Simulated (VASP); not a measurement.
# GdO (F-43m) in VASP: further runs, part 2 of 2

VASP 6.6.1. Earlier steps stand in the parts before.

### 3 Single point, PBE+U, collinear spin, ferromagnetic start

INCAR

```
PREC     = Accurate       # precision mode
ENCUT    = 520            # plane-wave cutoff, eV
EDIFF    = 1E-7           # SCF threshold, eV
ISMEAR   = 0              # smearing method
SIGMA    = 0.05           # smearing width, eV
LREAL    = F              # projectors in reciprocal space
LASPH    = T              # aspherical terms in the spheres
NELM     = 150            # most SCF steps
ALGO     = Normal         # electronic algorithm
ISIF     = 2              # what is computed and relaxed
LWAVE    = F              # write WAVECAR
LCHARG   = F              # write CHGCAR
ISPIN    = 2              # spin polarisation
MAGMOM   = 7.72 0         # initial moments
LORBIT   = 11             # projections on sites
LMAXMIX  = 6              # l up to which the mixer works
LDAU     = T              # DFT+U
LDAUTYPE = 2            
LDAUL    = 3 -1           # shell
LDAUU    = 6 0            # U, eV
LDAUJ    = 0 0          
LDAUPRINT= 1            
GGA      = PE             # functional
NBANDS   = 23             # bands
```

KPOINTS

```
regular mesh
0
Gamma
  6 6 6
```

POSCAR

```
GdO
1.0
    0.0000000000      2.7000000000      2.7000000000
    2.7000000000      0.0000000000      2.7000000000
    2.7000000000      2.7000000000      0.0000000000
Gd O
1 1
Direct
    0.0000000000      0.0000000000      0.0000000000
    0.2500000000      0.2500000000      0.2500000000
```

Potentials or basis: VASP PAW PBE potentials, release 64 (Gd, O).

Command:

```sh
$ cat potpaw_PBE.64/Gd/POTCAR potpaw_PBE.64/O/POTCAR > POTCAR
$ mpirun -np 1 vasp_std > vasp.out
```

OUTCAR:

```text
PREC = Accurate
   ENCUT = 520
   EDIFF = 1E-7
   ISMEAR = 0
   LREAL = F
   LASPH = T
   NELM = 150
   ISIF = 2
   ISPIN = 2
   LORBIT = 11
   GGA = PE

 ion  position               nearest neighbor table
   1  0.000  0.000  0.000-   2 2.34   2 2.34   2 2.34   2 2.34
   2  0.250  0.250  0.250-   1 2.34   1 2.34   1 2.34   1 2.34

  LATTYP: Found a face centered cubic cell.
 ALAT       =     5.4000000000

  Lattice vectors:

 A1 = (   0.0000000000,   2.7000000000,   2.7000000000)
 A2 = (   2.7000000000,   0.0000000000,   2.7000000000)
 A3 = (   2.7000000000,   2.7000000000,   0.0000000000)

Analysis of symmetry for initial positions (statically):
=====================================================================
 Subroutine PRICEL returns:
 Original cell was already a primitive cell.

 Routine SETGRP: Setting up the symmetry group for a
 face centered cubic supercell.

 Subroutine GETGRP returns: Found 24 space group operations
 (whereof 24 operations were pure point group operations)
 out of a pool of 48 trial point group operations.

The static configuration has the point symmetry T_d .

Analysis of symmetry for dynamics (positions and initial velocities):
=====================================================================
 Subroutine PRICEL returns:
 Original cell was already a primitive cell.

 Routine SETGRP: Setting up the symmetry group for a
 face centered cubic supercell.

 Subroutine GETGRP returns: Found 24 space group operations
 (whereof 24 operations were pure point group operations)
 out of a pool of 48 trial point group operations.

The dynamic configuration has the point symmetry T_d .

Analysis of structural, dynamic, and magnetic symmetry:
=====================================================================
 Subroutine PRICEL returns:
 Original cell was already a primitive cell.

 Routine SETGRP: Setting up the symmetry group for a
 face centered cubic supercell.

 Subroutine GETGRP returns: Found 24 space group operations
 (whereof 24 operations were pure point group operations)
 out of a pool of 48 trial point group operations.

The overall configuration has the point symmetry T_d .
[... 160 lines left out ...]
  o =  0.0033  v =  0.0000  0.0000  0.0000  0.0000  0.0000  0.0000  0.0000 -0.7906 -0.0000 -0.6124  0.0001  0.0002 -0.0000 -0.0002      0.0000  0.0000  0.0000  0.0000  0.0000  0.0000  0.0000  0.0000  0.0000  0.0000  0.0000  0.0000  0.0000  0.0000
  o =  0.0035  v =  0.0000  0.0000  0.0000  0.0000  0.0000  0.0000  0.0000 -0.0001 -0.0000  0.0002 -0.0000 -0.0002 -1.0000 -0.0002      0.0000  0.0000  0.0000  0.0000  0.0000  0.0000  0.0000  0.0000  0.0000  0.0000  0.0000  0.0000  0.0000  0.0000
  o =  0.0035  v =  0.0000  0.0000  0.0000  0.0000  0.0000  0.0000  0.0000  0.6124 -0.0000 -0.7906  0.0000 -0.0007 -0.0002 -0.0006      0.0000  0.0000  0.0000  0.0000  0.0000  0.0000  0.0000  0.0000  0.0000  0.0000  0.0000  0.0000  0.0000  0.0000
  o =  0.0035  v =  0.0000  0.0000  0.0000  0.0000  0.0000  0.0000  0.0000 -0.0006  0.0000  0.0007 -0.0000 -0.7906  0.0003 -0.6124      0.0000  0.0000  0.0000  0.0000  0.0000  0.0000  0.0000  0.0000  0.0000  0.0000  0.0000  0.0000  0.0000  0.0000
  o =  0.0104  v =  0.0000  0.0000  0.0000  0.0000  0.0000  0.0000  0.0000  0.0000 -1.0000  0.0000  0.0000  0.0000  0.0000 -0.0000      0.0000  0.0000  0.0000  0.0000  0.0000  0.0000  0.0000  0.0000  0.0000  0.0000  0.0000  0.0000  0.0000  0.0000
  o =  0.9918  v =  0.0000  0.0000  0.0000  0.9955 -0.0579 -0.0000  0.0747  0.0000  0.0000  0.0000  0.0000  0.0000  0.0000  0.0000      0.0000  0.0000  0.0000  0.0000  0.0000  0.0000  0.0000  0.0000  0.0000  0.0000  0.0000  0.0000  0.0000  0.0000
  o =  0.9918  v = -0.7906 -0.0000 -0.6124  0.0000 -0.0000  0.0000  0.0000  0.0000  0.0000  0.0000  0.0000  0.0000  0.0000  0.0000      0.0000  0.0000  0.0000  0.0000  0.0000  0.0000  0.0000  0.0000  0.0000  0.0000  0.0000  0.0000  0.0000  0.0000
  o =  0.9918  v =  0.0000 -0.0000  0.0000 -0.0945 -0.6096 -0.0000  0.7870  0.0000  0.0000  0.0000  0.0000  0.0000  0.0000  0.0000      0.0000  0.0000  0.0000  0.0000  0.0000  0.0000  0.0000  0.0000  0.0000  0.0000  0.0000  0.0000  0.0000  0.0000
  o =  0.9921  v =  0.0000  0.0000 -0.0000 -0.0000  0.0024 -1.0000  0.0018  0.0000  0.0000  0.0000  0.0000  0.0000  0.0000  0.0000      0.0000  0.0000  0.0000  0.0000  0.0000  0.0000  0.0000  0.0000  0.0000  0.0000  0.0000  0.0000  0.0000  0.0000
  o =  0.9921  v =  0.0000 -0.0000 -0.0000 -0.0000 -0.7906 -0.0030 -0.6124  0.0000  0.0000  0.0000  0.0000  0.0000  0.0000  0.0000      0.0000  0.0000  0.0000  0.0000  0.0000  0.0000  0.0000  0.0000  0.0000  0.0000  0.0000  0.0000  0.0000  0.0000
  o =  0.9921  v =  0.6124 -0.0000 -0.7906  0.0000 -0.0000  0.0000  0.0000  0.0000  0.0000  0.0000  0.0000  0.0000  0.0000  0.0000      0.0000  0.0000  0.0000  0.0000  0.0000  0.0000  0.0000  0.0000  0.0000  0.0000  0.0000  0.0000  0.0000  0.0000
  o =  0.9984  v =  0.0000  1.0000 -0.0000 -0.0000 -0.0000 -0.0000  0.0000  0.0000  0.0000  0.0000  0.0000  0.0000  0.0000  0.0000      0.0000  0.0000  0.0000  0.0000  0.0000  0.0000  0.0000  0.0000  0.0000  0.0000  0.0000  0.0000  0.0000  0.0000

 number of electron      23.9999990 magnetization       7.9166426

 Free energy of the ion-electron system (eV)
  ---------------------------------------------------
  ext. energy  EPLUGINS =         0.00000000
  ---------------------------------------------------
  free energy    TOTEN  =       -21.68962290 eV

  energy without entropy =      -21.68816369  energy(sigma->0) =      -21.68889329

 E-fermi :   4.0250     XC(G=0): -10.0874

 val. band max:        3.9851415605   @ k =   0.3333   0.1667   0.0000
 cond. band min:       4.1199112635   @ k =   0.5000   0.0000   0.0000
 fundamental gap:      0.1347697030
 Fermi energy:         4.0249819352

 spin component 1

 k-point     1 :       0.0000    0.0000    0.0000
  band No.  band energies     occupation
      1     -41.8543      1.00000
      2     -19.0392      1.00000
      3     -19.0392      1.00000
      4     -19.0392      1.00000
      5     -15.3352      1.00000
      6      -4.4231      1.00000
[... 405 lines left out ...]
     22      11.9494      0.00000
     23      13.6560      0.00000
 Fermi energy:         4.0249819352

 spin component 2

 k-point     1 :       0.0000    0.0000    0.0000
  band No.  band energies     occupation
      1     -38.5984      1.00000
      2     -16.6369      1.00000
      3     -16.6369      1.00000
      4     -16.6369      1.00000
      5     -15.2143      1.00000
      6      -1.3782      1.00000
[... 405 lines left out ...]
     22      13.4625      0.00000
     23      14.9438      0.00000

------------------------ aborting loop because EDIFF is reached ----------------------------------------

  FORCE on cell =-STRESS in cart. coord.  units (eV):
  Direction    XX          YY          ZZ          XY          YZ          ZX
  --------------------------------------------------------------------------------------
  -------------------------------------------------------------------------------------
  Total       -0.0185461     -0.0185461     -0.0185461     -0.0000000      0.0000000     -0.0000000
  in kB       -0.7548183     -0.7548183     -0.7548183     -0.0000000      0.0000000     -0.0000000
  external PRESSURE =      -0.7548183 kB  Pullay stress =       0.0000000 kB

 VOLUME and BASIS-vectors are now :
 -----------------------------------------------------------------------------
  energy-cutoff  :      520.00
  volume of cell :       39.37
      direct lattice vectors                 reciprocal lattice vectors
     0.000000000  2.700000000  2.700000000    -0.185185185  0.185185185  0.185185185
     2.700000000  0.000000000  2.700000000     0.185185185 -0.185185185  0.185185185
     2.700000000  2.700000000  0.000000000     0.185185185  0.185185185 -0.185185185

 POSITION                                       TOTAL-FORCE (eV/Angst)
 -----------------------------------------------------------------------------------
      0.00000      0.00000      0.00000        -0.000000     -0.000000     -0.000000
      1.35000      1.35000      1.35000         0.000000      0.000000      0.000000
 -----------------------------------------------------------------------------------
    total drift:                                0.000000      0.000000      0.000000

  FREE ENERGIE OF THE ION-ELECTRON SYSTEM (eV)
  ---------------------------------------------------
  free  energy   TOTEN  =       -21.6896228992 eV

  energy  without entropy=      -21.6881636852  energy(sigma->0) =      -21.68889329

 total charge

# of ion       s       p       d       f       tot
--------------------------------------------------
    1        2.035   5.642   0.509   6.974  15.160
    2        1.568   3.436   0.000   0.000   5.004
--------------------------------------------------
tot          3.603   9.078   0.509   6.974  20.164

 magnetization (x)

# of ion       s       p       d       f       tot
--------------------------------------------------
    1        0.005  -0.057   0.203   6.914   7.065
    2        0.004   0.001   0.000   0.000   0.006
--------------------------------------------------
tot          0.009  -0.056   0.203   6.914   7.071
```

Run time: 100 s. Hardware: 1 thread of Intel Xeon 8259CL, shared host; peak memory 0.19 GiB.

Results:

* Free energy: -21.6896 eV
* Pressure: -0.1 GPa
* Net moment: 7.92 μB per cell
* Site moments: Gd +7.07; O +0.01 μB
* Valence electrons inside the program's atomic spheres: Gd 15.16; O 5.00

Levels at points of the mesh, in eV from the Fermi level:
Spin up:
| k point | band 14 | band 15 | band 16 | band 17 | band 18 | band 19 |
| --- | --- | --- | --- | --- | --- | --- |
| (0.00, 0.00, 0.00) | -5.54 | -5.54 | -2.37 | 2.51 | 2.51 | 4.40 |
| (0.50, 0.00, 0.00) | -5.14 | -5.14 | 0.09 | 2.38 | 2.38 | 2.93 |
| (0.50, 0.50, 0.00) | -4.41 | -4.41 | -0.96 | 1.00 | 4.05 | 4.50 |
Spin down:
```csv
k point,band 5,band 6,band 7,band 8,band 9,band 10,band 11,band 12
"(0.00, 0.00, 0.00)",-19.24,-5.40,-5.40,-5.40,-1.01,2.77,2.77,2.77
"(0.50, 0.00, 0.00)",-18.06,-5.01,-5.01,-4.98,1.46,2.44,2.66,2.66
"(0.50, 0.50, 0.00)",-17.73,-5.94,-4.30,-4.30,1.00,1.47,2.83,2.89
```

Eigenvalues of the final occupation matrices:
```csv
site,spin,trace,eigenvalues
site 1 f,1,6.95,0.99 0.99 0.99 0.99 0.99 0.99 1.00
site 1 f,2,0.03,0.00 0.00 0.00 0.00 0.00 0.00 0.01
```

Caveat: spin-orbit coupling is left out, which moves the levels of the heavy elements; a cell with one magnetic atom can't hold antiferromagnetic order, which such compounds often take.
